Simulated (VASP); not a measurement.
**Fe: single point with PBE**

Crystal: Fe.

```
Fe
1.0
     0.00000    1.94174    1.96511
     1.49844    0.00000    1.96511
     1.49844    1.94174    0.00000
Fe
1
Direct
  0.00000 0.00000 0.00000
```

* Program: VASP 6.6.1
* Task: single point
* Functional: PBE
* Potentials or basis: VASP PAW PBE potentials, release 64 (Fe)
* Cutoff: 520 eV
* k mesh: 16 × 16 × 16
* Occupations: fermi-dirac, width 0.05 eV
* Spin: collinear spin, ferromagnetic start
* Starting moments: [3.0] μB

```yaml
Pressure: -0.4 GPa
Net_moment: 2.23 μB per cell
Site_moments: Fe +2.23 μB
Valence_electrons_inside_the_program's_atomic_spheres: Fe 7.26
```

Stress tensor (GPa, compression positive):
```
-5.77  0.00  0.00
 0.00  3.13  0.00
 0.00  0.00  1.48
```

Levels at points of the mesh, in eV from the Fermi level:
Spin up:
| k point | band 1 | band 2 | band 3 | band 4 | band 5 | band 6 | band 7 | band 8 | band 9 | band 10 |
| --- | --- | --- | --- | --- | --- | --- | --- | --- | --- | --- |
| (0.00, 0.00, 0.00) | -8.41 | -2.45 | -2.36 | -2.04 | -1.34 | -0.95 | 23.86 | 25.34 | 25.60 | 29.52 |
| (0.50, 0.00, 0.00) | -4.88 | -3.18 | -1.39 | -0.80 | 0.29 | 0.31 | 7.03 | 18.91 | 21.04 | 24.02 |
| (0.50, 0.50, 0.00) | -4.94 | -3.72 | -0.76 | -0.70 | 0.38 | 0.86 | 7.73 | 17.31 | 18.61 | 22.39 |
| (0.50, 0.00, 0.50) | -4.94 | -3.70 | -0.79 | -0.75 | 0.45 | 1.09 | 8.00 | 17.08 | 18.37 | 22.17 |
| (0.00, 0.50, 0.50) | -4.91 | -4.72 | -0.05 | 0.09 | 0.20 | 7.88 | 10.94 | 10.95 | 14.45 | 16.45 |
Spin down:
```
           k point  band 1  band 2  band 3  band 4  band 5  band 6
(0.00, 0.00, 0.00)   -8.24   -0.59   -0.44    0.06    1.31    1.92
(0.50, 0.00, 0.00)   -3.62   -1.37    0.42    1.20    1.97    2.57
(0.50, 0.50, 0.00)   -3.58   -2.10    1.00    1.96    2.09    2.61
(0.50, 0.00, 0.50)   -3.55   -2.03    1.22    1.90    2.03    2.63
(0.00, 0.50, 0.50)   -3.08   -2.89    2.29    2.30    2.36    8.15
```

Run time: 2.1 min on 1 thread of Intel Xeon 8259CL, with other jobs on the host, peak memory 0.27 GiB.

Caveat: the stress differs along the axes, from -6 to 3 GPa.
